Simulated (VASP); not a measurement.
# TiAl (Pm) in VASP: single point with PBE

Aim: the single point of TiAl with PBE.

Everything below comes from runs of VASP 6.6.1. Logs are shortened: lines on timing, memory, paths and dates and some standing lists are left out, and cuts for length are marked.

**1. The cell of the first run**

The structure is monoclinic, space group Pm (No. 6). The conventional cell has a = 2.867 Å, b = 4.678 Å, c = 2.867 Å, α = 90.00°, β = 120.00°, γ = 90.00°. Within 3.6 Å of Ti (site symmetry m) lie 6 Al at 2.76 to 2.98 Å and 6 Ti at 2.87 Å. Within 3.6 Å of Al (site symmetry m) lie 6 Ti at 2.76 to 2.98 Å and 6 Al at 2.87 Å.

**2. Single point, PBE (one atom moved)**

File INCAR:

```
  PREC = Accurate
  ENCUT = 520
  EDIFF = 1E-6
  ISMEAR = 0
  SIGMA = 0.1
  LREAL = F
  LASPH = T
  NELM = 100
  ALGO = Normal
  ISIF = 2
  LWAVE = F
  LCHARG = F
  GGA = PE
  NBANDS = 14
```

File KPOINTS:

```
Automatic mesh
0
Gamma
  15 15 8
```

File POSCAR:

```
TiAl
1.0
    2.8672622327      0.0000000000      0.0000000000
   -1.4336311163      2.4831219328      0.0000000000
    0.0000000000      0.0000000000      4.6780830000
Ti Al
1 1
Direct
    0.0000000000      0.0000000000      0.0000000000
    0.4118053991      0.6666666700      0.5000000000
```

Potentials or basis: VASP PAW PBE potentials, release 64 (Ti_sv, Al).

Started as:

```sh
$ cat potpaw_PBE.64/Ti_sv/POTCAR potpaw_PBE.64/Al/POTCAR > POTCAR
$ mpirun -np 1 vasp_std > vasp.out
```

OUTCAR:

```text
PREC = Accurate
   ENCUT = 520
   EDIFF = 1E-6
   ISMEAR = 0
   LREAL = F
   LASPH = T
   NELM = 100
   ISIF = 2
   GGA = PE

 ion  position               nearest neighbor table
   1  0.000  0.000  0.000-   2 2.76   2 2.76   2 2.87   2 2.87   2 2.98   2 2.98
   2  0.412  0.667  0.500-   1 2.76   1 2.76   1 2.87   1 2.87   1 2.98   1 2.98

  LATTYP: Found a hexagonal cell.
 ALAT       =     2.8672622327
 C/A-ratio  =     1.6315504549

  Lattice vectors:

 A1 = (   2.8672622327,   0.0000000000,   0.0000000000)
 A2 = (  -1.4336311163,   2.4831219328,   0.0000000000)
 A3 = (   0.0000000000,   0.0000000000,   4.6780830000)

Analysis of symmetry for initial positions (statically):
=====================================================================
 Subroutine PRICEL returns:
 Original cell was already a primitive cell.

 Routine SETGRP: Setting up the symmetry group for a
 hexagonal supercell.

 Subroutine GETGRP returns: Found  2 space group operations
 (whereof  2 operations were pure point group operations)
 out of a pool of 24 trial point group operations.

The static configuration has the point symmetry C_1h.

Analysis of symmetry for dynamics (positions and initial velocities):
=====================================================================
 Subroutine PRICEL returns:
 Original cell was already a primitive cell.

 Routine SETGRP: Setting up the symmetry group for a
 hexagonal supercell.

 Subroutine GETGRP returns: Found  2 space group operations
 (whereof  2 operations were pure point group operations)
 out of a pool of 24 trial point group operations.

The dynamic configuration has the point symmetry C_1h.

 Subroutine INISYM returns: Found  2 space group operations
 (whereof  2 operations are pure point group operations),
 and found     1 'primitive' translations

----------------------------------------------------------------------------------------

                                     Primitive cell

  volume of cell :      33.3068

  direct lattice vectors                    reciprocal lattice vectors
     2.867262233  0.000000000  0.000000000     0.348764751  0.201359423  0.000000000
    -1.433631116  2.483121933  0.000000000     0.000000000  0.402718846  0.000000000
     0.000000000  0.000000000  4.678083000     0.000000000  0.000000000  0.213762774

  length of vectors
     2.867262233  2.867262233  4.678083000     0.402718846  0.402718846  0.213762774

  position of ions in fractional coordinates (direct lattice)
     0.000000000  0.000000000  0.000000000
     0.411805399  0.666666670  0.500000000

  ion indices of the primitive-cell ions
   primitive index   ion index
                 1           1
                 2           2

----------------------------------------------------------------------------------------

 KPOINTS: Automatic mesh

Automatic generation of k-mesh.
 Grid dimensions read from file:
 generate k-points for:   15   15    8

 Generating k-lattice:

  Cartesian coordinates                     Fractional coordinates (reciprocal lattice)
     0.023250983  0.013423962  0.000000000     0.066666667  0.000000000  0.000000000
     0.000000000  0.026847923  0.000000000     0.000000000  0.066666667  0.000000000
     0.000000000  0.000000000  0.026720347     0.000000000  0.000000000  0.125000000

  Length of vectors
     0.026847923  0.026847923  0.026720347

  Shift w.r.t. Gamma in fractional coordinates (k-lattice)
     0.000000000  0.000000000  0.000000000

 Subroutine IBZKPT returns following result:
 ===========================================

 Found    565 irreducible k-points:

 Following reciprocal coordinates:
            Coordinates               Weight
  0.000000  0.000000  0.000000      1.000000
  0.066667  0.000000  0.000000      2.000000
  0.000000  0.066667  0.000000      2.000000
 -0.066667  0.066667  0.000000      2.000000
  0.133333  0.000000  0.000000      2.000000
  0.000000  0.133333  0.000000      2.000000
[... 16 lines left out ...]
  0.066667  0.066667  0.000000      2.000000
 -0.066667  0.133333  0.000000      2.000000
 [... further k-points ...]
   k-points           NKPTS =    565   k-points in BZ     NKDIM =    565   number of bands    NBANDS=     14
   number of dos      NEDOS =    301   number of ions     NIONS =      2
   total plane-waves  NPLWV =  20736
   dimension x,y,z NGX =    24 NGY =   24 NGZ =   36
   dimension x,y,z NGXF=    48 NGYF=   48 NGZF=   72
   ions per type =               1   1
   NGX,Y,Z   is equivalent  to a cutoff of  13.92, 13.92, 12.79 a.u.
   NGXF,Y,Z  is equivalent  to a cutoff of  27.83, 27.83, 25.59 a.u.
 SYSTEM =  unknown system
   PREC   = accura    normal or accurate (medium, high low for compatibility)
   ISTART =      0    job   : 0-new  1-cont  2-samecut
   ICHARG =      2    charge: 1-file 2-atom 10-const
   ISPIN  =      1    spin polarized calculation?
   LNONCOLLINEAR =      F non collinear calculations
   LSORBIT =      F    spin-orbit coupling
   LASPH  =      T    aspherical Exc in radial PAW
   ENCUT  =  520.0 eV  38.22 Ry    6.18 a.u.   5.33  5.33  8.70*2*pi/ulx,y,z
   NELM   =    100;   NELMIN=  2; NELMDL= -5     # of ELM steps
   EDIFF  = 0.1E-05   stopping-criterion for ELM
   LREAL  =      F    real-space projection
   EDIFFG = 0.1E-04   stopping-criterion for IOM
   NSW    =      0    number of steps for IOM
   IBRION =     -1    ionic relax: 0-MD 1-quasi-New 2-CG
   NFREE  =      0    steps in history (QN), initial steepest desc. (CG)
   ISIF   =      2    stress and relaxation
   ISYM   =      2    0-nonsym 1-usesym 2-fastsym
   POTIM  = 0.5000    time-step for ionic-motion
   TEBEG  =    0.0;   TEEND  =   0.0 temperature during run
   PSTRESS=    0.0 pullay stress
   NELECT =      15.0000    total number of electrons
   NUPDOWN=      -1.0000    fix difference up-down
   EMIN   =  10.00;   EMAX   =-10.00  energy-range for DOS
   EFERMI =   0.00;   METHOD = LEGACY
   ISMEAR =     0;   SIGMA  =   0.10  broadening in eV -4-tet -1-fermi 0-gaus
   EFERMI_NEDOS =   21; number of points for ismear=-14 and -15
   IALGO  =     38    algorithm
   IMIX   =      4    mixing-type and parameters
     AMIX     =   0.40;   BMIX     =  1.00
     AMIX_MAG =   1.60;   BMIX_MAG =  1.00
  volume/ion in A,a.u.               =      16.65       112.38
  Fermi-wavevector in a.u.,A,eV,Ry     =   1.254857  2.371335 21.424622  1.574665
  Thomas-Fermi vector in A             =   2.388641
   LORBIT       =      0    0 simple, 1 ext, 2 COOP (PROOUT), +10 PAW based schemes
   GGA     = PE    functional components
   LHFCALC =     F    Hartree Fock is set to
   AEXX    =    0.0000 exact exchange contribution
   IVDW    =     0    specifies the selected vdW correction
   LEPSILON=     F    determine dielectric tensor
   LRPA    =     F    only Hartree local field effects (RPA)
 non-spin polarized calculation
 Gauss-broadening in eV      SIGMA  =   0.10
  energy-cutoff  :      520.00
  volume of cell :       33.31
 maximum number of plane-waves:       917
 NGX is ok and might be reduce to    24
   NGX = 11   NGY = 11   NGZ = 17

 number of electron      15.0000001 magnetization

 Free energy of the ion-electron system (eV)
  ---------------------------------------------------
  ext. energy  EPLUGINS =         0.00000000
  ---------------------------------------------------
  free energy    TOTEN  =       -12.03830809 eV

  energy without entropy =      -12.02377478  energy(sigma->0) =      -12.03104143

 E-fermi :   7.8557     XC(G=0): -10.9302

 val. band max:        7.8540287531   @ k =  -0.0667   0.2000   0.5000
 cond. band min:       7.8564861476   @ k =   0.2000   0.1333   0.0000
 fundamental gap:      0.0024573946
 Fermi energy:         7.8557442570

 k-point     1 :       0.0000    0.0000    0.0000
  band No.  band energies     occupation
      1     -48.6600      2.00000
      2     -24.9773      2.00000
      3     -24.5731      2.00000
      4     -24.5562      2.00000
      5      -1.0648      2.00000
      6       5.5677      2.00000
      7       6.0301      2.00000
      8       9.1290      0.00000
      9       9.1526      0.00000
     10      10.5860      0.00000
     11      10.6757      0.00000
     12      11.7358      0.00000
     13      20.7390      0.00000
     14      20.8720      0.00000

 k-point     2 :       0.0667    0.0000    0.0000
  band No.  band energies     occupation
      1     -48.6559      2.00000
      2     -24.9732      2.00000
      3     -24.5851      2.00000
      4     -24.5756      2.00000
      5      -0.9540      2.00000
      6       5.6884      2.00000
      7       6.0406      2.00000
      8       9.0434      0.00000
      9       9.2221      0.00000
     10      10.6035      0.00000
     11      10.6570      0.00000
     12      11.7647      0.00000
     13      19.0565      0.00000
     14      19.8219      0.00000

 k-point     3 :       0.0000    0.0667    0.0000
  band No.  band energies     occupation
      1     -48.6559      2.00000
      2     -24.9732      2.00000
      3     -24.5935      2.00000
      4     -24.5672      2.00000
      5      -0.9542      2.00000
      6       5.6886      2.00000
      7       6.0445      2.00000
      8       9.0358      0.00000
      9       9.2294      0.00000
     10      10.5734      0.00000
     11      10.6820      0.00000
     12      11.7609      0.00000
     13      19.0834      0.00000
     14      19.8227      0.00000
[... 324 lines left out ...]
 k-point    23 :       0.0667    0.0667    0.0000
  band No.  band energies     occupation
      1     -48.6481      2.00000
      2     -24.9654      2.00000
      3     -24.6316      2.00000
      4     -24.5890      2.00000
      5      -0.7337      2.00000
      6       5.9193      2.00000
      7       6.0594      2.00000
      8       8.8500      0.00000
      9       9.3989      0.00000
     10      10.5685      0.00000
     11      10.6978      0.00000
     12      11.8199      0.00000
     13      17.8747      0.00000
     14      18.1297      0.00000

 k-point    24 :      -0.0667    0.1333    0.0000
  band No.  band energies     occupation
      1     -48.6481      2.00000
      2     -24.9656      2.00000
      3     -24.6455      2.00000
      4     -24.5747      2.00000
      5      -0.7350      2.00000
      6       5.9210      2.00000
      7       6.0858      2.00000
      8       8.8263      0.00000
      9       9.4206      0.00000
     10      10.4847      0.00000
     11      10.7440      0.00000
     12      11.7952      0.00000
     13      17.8613      0.00000
     14      18.2445      0.00000

 [... further k-points ...]

------------------------ aborting loop because EDIFF is reached ----------------------------------------

  FORCE on cell =-STRESS in cart. coord.  units (eV):
  Direction    XX          YY          ZZ          XY          YZ          ZX
  --------------------------------------------------------------------------------------
  -------------------------------------------------------------------------------------
  Total        0.1000947      0.1776616      0.0869545      0.6817017      0.0000000      0.0000000
  in kB        4.8149099      8.5461571      4.1828225     32.7922751      0.0000000      0.0000000
  external PRESSURE =       5.8479632 kB  Pullay stress =       0.0000000 kB

 VOLUME and BASIS-vectors are now :
 -----------------------------------------------------------------------------
  energy-cutoff  :      520.00
  volume of cell :       33.31
      direct lattice vectors                 reciprocal lattice vectors
     2.867262233  0.000000000  0.000000000     0.348764751  0.201359423  0.000000000
    -1.433631116  2.483121933  0.000000000     0.000000000  0.402718846  0.000000000
     0.000000000  0.000000000  4.678083000     0.000000000  0.000000000  0.213762774

 POSITION                                       TOTAL-FORCE (eV/Angst)
 -----------------------------------------------------------------------------------
      0.00000      0.00000      0.00000         0.428104      0.121000      0.000000
      0.22500      1.65541      2.33904        -0.428104     -0.121000      0.000000
 -----------------------------------------------------------------------------------
    total drift:                                0.000087      0.000033      0.000000

  FREE ENERGIE OF THE ION-ELECTRON SYSTEM (eV)
  ---------------------------------------------------
  free  energy   TOTEN  =       -12.0383080879 eV

  energy  without entropy=      -12.0237747805  energy(sigma->0) =      -12.03104143
```

Run time: 71 s. Hardware: 1 thread of Intel Xeon 6975P-C (Granite Rapids), shared host; peak memory 0.38 GiB.

Results:

```
Free energy   : -12.0383 eV
Pressure      : 0.6 GPa
Largest force : 0.445 eV/Å
```

Forces in eV/Å, atoms in the order of the input:
```
Ti   0.428  0.121  0.000
Al  -0.428 -0.121  0.000
```

Stress tensor (GPa, compression positive):
```
0.48 3.28 0.00
3.28 0.85 0.00
0.00 0.00 0.42
```

Caveat: the cell differs from its parent crystal (one atom moved).
